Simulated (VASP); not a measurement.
**AlB2As3: relaxation of cell and atoms with PBE**

The system is AlB2As3.

```
Al B As
1.0
    -1.82212    1.82212    7.73060
     1.82212   -1.82212    7.73060
     1.82212    1.82212   -7.73060
Al B As
1 2 3
Direct
  0.50000 0.50000 0.00000
  0.83333 0.83333 0.00000
  0.16667 0.16667 0.00000
  0.58333 0.08333 0.50000
  0.25000 0.75000 0.50000
  0.91667 0.41667 0.50000
```

```yaml
Program: VASP 6.6.1
Task: relaxation of cell and atoms
Functional: PBE
Potentials_or_basis: VASP PAW PBE potentials, release 64 (Al, B, As)
Cutoff: 600 eV
k_mesh: 6 × 6 × 6
Occupations: gaussian, width 0.1 eV
Spin: no spin polarisation
Dipole_correction: no
Further_INCAR_settings: ALGO = Normal; EDIFF = 1e-07; IBRION = 2; EDIFFG = -0.04; NSW = 90; ISIF = 3
```

The relaxed volume is 16.93 Å³/atom. The relaxed cell is a = 8.287 Å, b = 8.287 Å, c = 8.287 Å, α = 154.99°, β = 154.99°, γ = 35.66°, the space group after relaxing (to 0.05 Å) is I-4m2 (No. 119) and the energy gained by relaxing is 207.0 meV/atom. The ionic steps are 8 and the pressure after relaxing is -0.2 GPa. The largest force after relaxing is 0.022 eV/Å and the band gap on the k mesh is 0.62 eV, indirect (least direct gap 0.67 eV).

Forces on the atoms (eV/Å):
```
Al   0.000  0.000  0.000
B    0.000  0.000 -0.012
B    0.000  0.000  0.012
As   0.000  0.000 -0.022
As   0.000  0.000  0.000
As   0.000  0.000  0.022
```

The path:
```tsv
step	energy change (eV)	largest force (eV/Å)	pressure (GPa)	volume (Å³)
1	0.0000	4.2155	3.15	102.67
2	-0.9028	1.2162	-4.53	107.74
3	-0.9037	1.2458	-4.69	107.90
4	-1.1760	0.8751	0.62	101.03
5	-1.1842	0.7826	1.91	99.72
6	-1.2411	0.1128	0.25	101.15
7	-1.2415	0.0447	0.37	101.04
8	-1.2420	0.0216	-0.21	101.60
```

Final structure:
```yaml
crystal:
  lattice:
    - [-1.79430, 1.79430, 7.88918]
    - [1.79430, -1.79430, 7.88918]
    - [1.79430, 1.79430, -7.88918]
  atoms:
    - { symbol: Al, position: [0.50000, 0.50000, 0.00000] }
    - { symbol: B, position: [0.82437, 0.82437, 0.00000] }
    - { symbol: B, position: [0.17563, 0.17563, 0.00000] }
    - { symbol: As, position: [0.60185, 0.10185, 0.50000] }
    - { symbol: As, position: [0.25000, 0.75000, 0.50000] }
    - { symbol: As, position: [0.89815, 0.39815, 0.50000] }
```

Levels at points of the mesh, in eV from the valence-band top:
| k point | band 10 | band 11 | band 12 | band 13 | band 14 | band 15 |
| --- | --- | --- | --- | --- | --- | --- |
| (0.00, 0.00, 0.00) | -0.56 | 0.00 | 0.00 | 0.67 | 0.86 | 1.86 |
| (0.50, 0.00, 0.00) | -2.51 | -1.97 | -0.53 | 1.14 | 2.13 | 3.14 |
| (0.50, 0.50, 0.00) | -4.45 | -3.74 | -3.60 | 0.74 | 1.14 | 2.28 |
| (0.50, 0.50, 0.50) | -2.36 | -0.60 | -0.60 | 0.62 | 0.97 | 1.69 |

It took 24 min on 1 thread of Intel(R) Xeon(R) Platinum 8488C (Sapphire Rapids), with other jobs on the host, peak memory 0.8 GiB.

A k mesh can miss the band edges.
